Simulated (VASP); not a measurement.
# BeS (F-43m) in VASP: further runs, part 2 of 2

VASP 6.6.1. The steps go on from the part before.

### Step 3. Single point, PBE

Contents of INCAR:

```
SYSTEM = BeS
PREC = Accurate
ENCUT = 520
EDIFF = 1E-7
ISMEAR = 0
SIGMA = 0.02
LREAL = .FALSE.
LASPH = .TRUE.
NELM = 100
ALGO = Normal
ISIF = 2
LWAVE = .FALSE.
LCHARG = .FALSE.
GGA = PE
NBANDS = 11
```

Contents of KPOINTS:

```
regular mesh
0
G
  8 8 8
  0 0 0
```

Contents of POSCAR:

```
BeS
1.0
    0.0000000000      2.4380675047      2.4380675047
    2.4380675047      0.0000000000      2.4380675047
    2.4380675047      2.4380675047      0.0000000000
Be S
1 1
Direct
    0.0000000000      0.0000000000      0.0000000000
    0.7500000000      0.7500000000      0.7500000000
```

Potentials or basis: VASP PAW PBE potentials, release 64 (Be, S).

Run with:

```bash
cat potpaw_PBE.64/Be/POTCAR potpaw_PBE.64/S/POTCAR > POTCAR
mpirun -np 1 vasp_std > vasp.out
```

OUTCAR:

```text
SYSTEM = BeS
   PREC = Accurate
   ENCUT = 520
   EDIFF = 1E-7
   ISMEAR = 0
   LREAL = .FALSE.
   LASPH = .TRUE.
   NELM = 100
   ISIF = 2
   GGA = PE

 ion  position               nearest neighbor table
   1  0.000  0.000  0.000-   2 2.11   2 2.11   2 2.11   2 2.11
   2  0.750  0.750  0.750-   1 2.11   1 2.11   1 2.11   1 2.11

  LATTYP: Found a face centered cubic cell.
 ALAT       =     4.8761350094

  Lattice vectors:

 A1 = (   0.0000000000,   2.4380675047,   2.4380675047)
 A2 = (   2.4380675047,   0.0000000000,   2.4380675047)
 A3 = (   2.4380675047,   2.4380675047,   0.0000000000)

Analysis of symmetry for initial positions (statically):
=====================================================================
 Subroutine PRICEL returns:
 Original cell was already a primitive cell.

 Routine SETGRP: Setting up the symmetry group for a
 face centered cubic supercell.

 Subroutine GETGRP returns: Found 24 space group operations
 (whereof 24 operations were pure point group operations)
 out of a pool of 48 trial point group operations.

The static configuration has the point symmetry T_d .

Analysis of symmetry for dynamics (positions and initial velocities):
[... 172 lines left out ...]
      4       4.0095      2.00000
      5       9.6853      0.00000
      6       9.6853      0.00000
      7       9.6853      0.00000
      8       9.7595      0.00000
      9      16.7915      0.00000
     10      16.7915      0.00000
     11      18.7567      0.00000
[... 309 lines left out ...]
 k-point    24 :      -0.3750    0.2500    0.1250
  band No.  band energies     occupation
      1      -7.7418      2.00000
      2      -1.1493      2.00000
      3       1.2847      2.00000
      4       2.2131      2.00000
      5      10.1162      0.00000
      6      10.5594      0.00000
      7      13.0728      0.00000
      8      14.4538      0.00000
      9      15.3999      0.00000
     10      19.2384      0.00000
     11      19.8619      0.00000

 [... further k-points ...]

------------------------ aborting loop because EDIFF is reached ----------------------------------------

  FORCE on cell =-STRESS in cart. coord.  units (eV):
  Direction    XX          YY          ZZ          XY          YZ          ZX
  --------------------------------------------------------------------------------------
  -------------------------------------------------------------------------------------
  Total        0.0016794      0.0016794      0.0016794      0.0000000      0.0000000      0.0000000
  in kB        0.0928296      0.0928296      0.0928296      0.0000000      0.0000000      0.0000000
  external PRESSURE =       0.0928296 kB  Pullay stress =       0.0000000 kB

 VOLUME and BASIS-vectors are now :
 -----------------------------------------------------------------------------
  energy-cutoff  :      520.00
  volume of cell :       28.98
      direct lattice vectors                 reciprocal lattice vectors
     0.000000000  2.438067505  2.438067505    -0.205080458  0.205080458  0.205080458
     2.438067505  0.000000000  2.438067505     0.205080458 -0.205080458  0.205080458
     2.438067505  2.438067505  0.000000000     0.205080458  0.205080458 -0.205080458

 POSITION                                       TOTAL-FORCE (eV/Angst)
 -----------------------------------------------------------------------------------
      0.00000      0.00000      0.00000         0.000000      0.000000      0.000000
      3.65710      3.65710      3.65710        -0.000000     -0.000000     -0.000000
 -----------------------------------------------------------------------------------
    total drift:                                0.000000      0.000000     -0.000000

  FREE ENERGIE OF THE ION-ELECTRON SYSTEM (eV)
  ---------------------------------------------------
  free  energy   TOTEN  =       -10.0133393274 eV

  energy  without entropy=      -10.0133393274  energy(sigma->0) =      -10.01333933
```

Wall time 6.6 s (1 thread of Intel Xeon 6975P-C (Granite Rapids), shared host); peak memory 0.15 GiB.

Results:

```yaml
Free_energy: -10.0133 eV
Pressure: 0.0 GPa
Band_gap_on_the_k_mesh: 3.15 eV, indirect (least direct gap 5.68 eV)
```

A k mesh can miss the band edges.

### Step 4. Relaxation of cell and atoms, PBE

Contents of INCAR:

```
SYSTEM = BeS
PREC = Accurate
ENCUT = 600
EDIFF = 1E-7
ISMEAR = 0
SIGMA = 0.02
LREAL = .FALSE.
LASPH = .TRUE.
NELM = 80
ALGO = Normal
ISIF = 3
LWAVE = .FALSE.
LCHARG = .FALSE.
GGA = PE
IBRION = 2
NSW = 100
EDIFFG = -0.01
```

Contents of KPOINTS:

```
Automatic mesh
0
G
  8 8 8
  0 0 0
```

Contents of POSCAR:

```
BeS
1.0
    0.0000000000      2.4394627138      2.4394627138
    2.4394627138      0.0000000000      2.4394627138
    2.4394627138      2.4394627138      0.0000000000
Be S
1 1
Direct
    0.0000000000      0.0000000000      0.0000000000
    0.7500000000      0.7500000000      0.7500000000
```

Run with:

```bash
cat potpaw_PBE.64/Be/POTCAR potpaw_PBE.64/S/POTCAR > POTCAR
mpirun -np 1 vasp_std > vasp.out
```

Run time: 7 s. Hardware: 1 thread of Intel Xeon 6975P-C (Granite Rapids), shared host; peak memory 0.15 GiB.

Results (log left out):

* Free energy: -10.0136 eV
* Relaxed volume: 14.49 Å³/atom
* Relaxed cell: a = 3.448 Å, b = 3.448 Å, c = 3.448 Å, α = 60.00°, β = 60.00°, γ = 60.00°
* Space group after relaxing (to 0.05 Å): F-43m (No. 216)
* Energy gained by relaxing: 0.0 meV/atom
* Ionic steps: 2
* Pressure after relaxing: 0.0 GPa
* Band gap on the k mesh: 3.15 eV, indirect (least direct gap 5.68 eV)

Final structure:
```
CELL_PARAMETERS angstrom
0.00000 2.43818 2.43818
2.43818 0.00000 2.43818
2.43818 2.43818 0.00000
ATOMIC_POSITIONS crystal
Be 0.00000 0.00000 0.00000
S 0.75000 0.75000 0.75000
```

Levels at points of the mesh, in eV from the valence-band top:
```csv
k point,band 2,band 3,band 4,band 5,band 6,band 7
"(0.00, 0.00, 0.00)",0.00,0.00,0.00,5.68,5.68,5.68
"(0.50, 0.00, 0.00)",-5.68,-1.01,-1.01,5.42,6.57,6.57
"(0.50, 0.50, 0.00)",-4.94,-2.59,-2.59,3.15,4.93,12.65
```

### Step 5. The runs side by side

```csv
task,cell,k mesh,cutoff (eV),smearing,gap on the mesh (eV),pressure (GPa)
single point,"a = 3.450 Å, angles 60.0°, 2 atoms",6 × 6 × 6,520,gaussian 0.1 eV,3.15,-0.1
single point,"a = 3.448 Å, angles 60.0°, 2 atoms",8 × 8 × 8,520,gaussian 0.02 eV,3.15,0.0
relaxation of cell and atoms,"relaxed from a = 3.450 Å, angles 60.0°, 2 atoms",8 × 8 × 8,600,gaussian 0.02 eV,3.15,0.0
```

Alike in all rows: level PBE; potentials or basis VASP PAW PBE potentials, release 64 (Be, S); no spin polarisation.

Absolute energies hang on the potentials; compare differences alone.
